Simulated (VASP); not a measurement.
# Y (Pm-3m) in VASP: further runs, part 2 of 2

VASP 6.6.1. Earlier steps stand in the parts before.

### Step 5. Single point, PBEsol (volume scaled by 0.76)

INCAR

```
ALGO = Normal
EDIFF = 1E-7
ENCUT = 520
GGA = PS
ISIF = 2
ISMEAR = -1
LASPH = T
LCHARG = T
LELF = T
LREAL = F
LVHAR = T
LWAVE = F
NBANDS = 12
NELM = 80
PREC = Accurate
SIGMA = 0.08
```

KPOINTS

```
k-points
0
Gamma
  12 12 12
```

POSCAR

```
Y
1.0
    2.9121019415      0.0000000000      0.0000000000
    0.0000000000      2.9121019415      0.0000000000
    0.0000000000      0.0000000000      2.9121019415
Y
1
Direct
    0.0000000000      0.0000000000      0.0000000000
```

Potentials or basis: VASP PAW PBE potentials, release 64 (Y_sv).

On the command line:

```
cat potpaw_PBE.64/Y_sv/POTCAR > POTCAR
mpirun -np 1 vasp_std > vasp.out
```

OUTCAR:

```text
EDIFF = 1E-7
   ENCUT = 520
   GGA = PS
   ISIF = 2
   ISMEAR = -1
   LASPH = T
   LREAL = F
   NELM = 80
   PREC = Accurate

 ion  position               nearest neighbor table
   1  0.000  0.000  0.000-

  LATTYP: Found a simple cubic cell.
 ALAT       =     2.9121019415

  Lattice vectors:

 A1 = (   2.9121019415,   0.0000000000,   0.0000000000)
 A2 = (   0.0000000000,   2.9121019415,   0.0000000000)
 A3 = (   0.0000000000,   0.0000000000,   2.9121019415)

Analysis of symmetry for initial positions (statically):
=====================================================================
 Subroutine PRICEL returns:
 Original cell was already a primitive cell.

 Routine SETGRP: Setting up the symmetry group for a
 simple cubic supercell.

 Subroutine GETGRP returns: Found 48 space group operations
 (whereof 48 operations were pure point group operations)
 out of a pool of 48 trial point group operations.

The static configuration has the point symmetry O_h .

Analysis of symmetry for dynamics (positions and initial velocities):
=====================================================================
 Subroutine PRICEL returns:
 Original cell was already a primitive cell.

 Routine SETGRP: Setting up the symmetry group for a
 simple cubic supercell.

 Subroutine GETGRP returns: Found 48 space group operations
 (whereof 48 operations were pure point group operations)
 out of a pool of 48 trial point group operations.

The dynamic configuration has the point symmetry O_h .

 Subroutine INISYM returns: Found 48 space group operations
 (whereof 48 operations are pure point group operations),
 and found     1 'primitive' translations

----------------------------------------------------------------------------------------

                                     Primitive cell

[... 112 lines left out ...]
   LORBIT       =      0    0 simple, 1 ext, 2 COOP (PROOUT), +10 PAW based schemes
   GGA     = PS    functional components
   LHFCALC =     F    Hartree Fock is set to
   AEXX    =    0.0000 exact exchange contribution
   IVDW    =     0    specifies the selected vdW correction
   LEPSILON=     F    determine dielectric tensor
   LRPA    =     F    only Hartree local field effects (RPA)
 non-spin polarized calculation
  energy-cutoff  :      520.00
  volume of cell :       24.70
 maximum number of plane-waves:       691
 NGX is ok and might be reduce to    24
   NGX = 11   NGY = 11   NGZ = 11

 number of electron      11.0000000 magnetization

 Free energy of the ion-electron system (eV)
  ---------------------------------------------------
  ext. energy  EPLUGINS =         0.00000000
  ---------------------------------------------------
  free energy    TOTEN  =        -5.80580584 eV

  energy without entropy =       -5.76830384  energy(sigma->0) =       -5.78705484

 E-fermi :   4.4316     XC(G=0): -10.6645

 val. band max:        4.4007516622   @ k =   0.5000   0.2500   0.0833
 cond. band min:       4.4379306623   @ k =   0.4167   0.1667   0.0833
 fundamental gap:      0.0371790001
 Fermi energy:         4.4316448520

 k-point     1 :       0.0000    0.0000    0.0000
  band No.  band energies     occupation
      1     -38.0736      2.00000
      2     -17.1898      2.00000
      3     -17.1898      2.00000
      4     -17.1898      2.00000
      5      -0.3919      2.00000
      6       3.2350      2.00000
      7       3.2350      2.00000
      8      11.7622      0.00000
      9      11.7622      0.00000
     10      11.7622      0.00000
     11      17.2896      0.00000
     12      17.2896      0.00000
[... 331 lines left out ...]
 k-point    24 :       0.4167    0.3333    0.0000
  band No.  band energies     occupation
      1     -37.6772      2.00000
      2     -18.7007      2.00000
      3     -18.3522      2.00000
      4     -16.8973      2.00000
      5       2.1674      2.00000
      6       4.3769      1.32919
      7       8.1510      0.00000
      8       8.6763      0.00000
      9       9.1547      0.00000
     10       9.3612      0.00000
     11      14.3514      0.00000
     12      17.5518      0.00000

 [... further k-points ...]

------------------------ aborting loop because EDIFF is reached ----------------------------------------

  FORCE on cell =-STRESS in cart. coord.  units (eV):
  Direction    XX          YY          ZZ          XY          YZ          ZX
  --------------------------------------------------------------------------------------
  -------------------------------------------------------------------------------------
  Total        1.9273048      1.9273048      1.9273048      0.0000000      0.0000000     -0.0000000
  in kB      125.0377847    125.0377847    125.0377847      0.0000000      0.0000000     -0.0000000
  external PRESSURE =     125.0377847 kB  Pullay stress =       0.0000000 kB

 VOLUME and BASIS-vectors are now :
 -----------------------------------------------------------------------------
  energy-cutoff  :      520.00
  volume of cell :       24.70
      direct lattice vectors                 reciprocal lattice vectors
     2.912101942  0.000000000  0.000000000     0.343394572  0.000000000  0.000000000
     0.000000000  2.912101942  0.000000000     0.000000000  0.343394572  0.000000000
     0.000000000  0.000000000  2.912101942     0.000000000  0.000000000  0.343394572

 POSITION                                       TOTAL-FORCE (eV/Angst)
 -----------------------------------------------------------------------------------
      0.00000      0.00000      0.00000         0.000000      0.000000      0.000000
 -----------------------------------------------------------------------------------
    total drift:                               -0.000000      0.000000      0.000000

  FREE ENERGIE OF THE ION-ELECTRON SYSTEM (eV)
  ---------------------------------------------------
  free  energy   TOTEN  =        -5.8058058375 eV

  energy  without entropy=       -5.7683038397  energy(sigma->0) =       -5.78705484
```

OSZICAR:

```text
N       E                     dE             d eps       ncg     rms          rms(c)
DAV:   1     0.267134101077E+02    0.26713E+02   -0.57374E+03  2024   0.854E+02
DAV:   2    -0.479506399538E+01   -0.31508E+02   -0.30409E+02  2408   0.173E+02
DAV:   3    -0.592669261733E+01   -0.11316E+01   -0.10895E+01  2732   0.217E+01
DAV:   4    -0.594754154211E+01   -0.20849E-01   -0.20833E-01  2292   0.278E+00
DAV:   5    -0.594796869913E+01   -0.42716E-03   -0.42714E-03  2600   0.287E-01    0.238E+01
DAV:   6    -0.581007341139E+01    0.13790E+00   -0.19552E-01  2352   0.279E+00    0.140E+01
DAV:   7    -0.580685085986E+01    0.32226E-02   -0.20820E-01  2636   0.286E+00    0.137E+00
DAV:   8    -0.580595814281E+01    0.89272E-03   -0.26682E-02  2164   0.131E+00    0.252E-01
DAV:   9    -0.580580690088E+01    0.15124E-03   -0.75281E-04  2284   0.240E-01    0.456E-02
DAV:  10    -0.580580636319E+01    0.53769E-06   -0.19893E-05  2484   0.423E-02    0.118E-02
DAV:  11    -0.580580611095E+01    0.25224E-06   -0.22012E-06  2556   0.954E-03    0.584E-03
DAV:  12    -0.580580580353E+01    0.30742E-06   -0.33676E-07  2244   0.463E-03    0.831E-04
DAV:  13    -0.580580583750E+01   -0.33972E-07   -0.84848E-09  1188   0.882E-04
   1 F= -.58058058E+01 E0= -.57870548E+01  d E =-.375020E-01
```

It took 9.6 s on 1 thread of Intel Xeon 6975P-C (Granite Rapids), shared host; peak memory 0.16 GiB.

What came out:

* Free energy: -5.8058 eV
* Pressure: 12.5 GPa

Caveat: the PAW data sets were made with another functional, which shifts forces and pressure a little.

### Step 6. Single point, PBEsol (volume scaled by 0.76)

INCAR

```
SYSTEM = Y
  PREC = Accurate
  ENCUT = 520
  EDIFF = 1E-6
  ISMEAR = -1
  SIGMA = 0.08
  LREAL = .FALSE.
  LASPH = .TRUE.
  NELM = 100
  ALGO = Normal
  ISIF = 2
  LWAVE = .FALSE.
  LCHARG = .TRUE.
  GGA = PS
  LELF = .TRUE.
  LVHAR = .TRUE.
  NBANDS = 12
```

KPOINTS

```
regular mesh
0
G
  12 12 12
  0 0 0
```

POSCAR is that of step 5.

Potentials or basis: VASP PAW PBE potentials, release 64 (Y_sv).

On the command line:

```
cat potpaw_PBE.64/Y_sv/POTCAR > POTCAR
mpirun -np 1 vasp_std > vasp.out
```

It took 8.6 s on 1 thread of Intel Xeon 6975P-C (Granite Rapids), shared host; peak memory 0.16 GiB.

Results (log left out):

```yaml
Free_energy: -5.8058 eV
Pressure: 12.5 GPa
```

Levels at points of the mesh, in eV from the Fermi level:
```csv
k point,band 1,band 2,band 3,band 4,band 5,band 6,band 7,band 8,band 9,band 10
"(0.00, 0.00, 0.00)",-42.50,-21.62,-21.62,-21.62,-4.82,-1.20,-1.20,7.33,7.33,7.33
"(0.50, 0.00, 0.00)",-42.26,-23.46,-21.44,-21.44,-1.55,-0.16,0.81,3.46,3.46,7.76
"(0.50, 0.50, 0.00)",-42.03,-23.16,-23.16,-21.27,-3.09,0.49,4.33,4.33,5.56,5.56
"(0.50, 0.50, 0.50)",-41.81,-22.89,-22.89,-22.89,-1.33,-1.33,-1.33,5.72,10.04,10.04
```

Caveat: the PAW data sets were made with another functional, which shifts forces and pressure a little.

### Step 7. Summary

```csv
cell,gap on the mesh (eV),pressure (GPa)
"a = 2.566 Å, 1 atom",none,62.9
"a = 2.691 Å, 1 atom",none,36.7
"a = 2.912 Å, 1 atom",none,12.5
```

Alike in all rows: task single point; level PBEsol; potentials or basis VASP PAW PBE potentials, release 64 (Y_sv); no spin polarisation; k mesh 12 × 12 × 12; cutoff (eV) 520; smearing fermi-dirac 0.08 eV.

Caveats: the PAW data sets were made with another functional, which shifts forces and pressure a little.

Absolute energies hang on the potentials; compare differences alone.
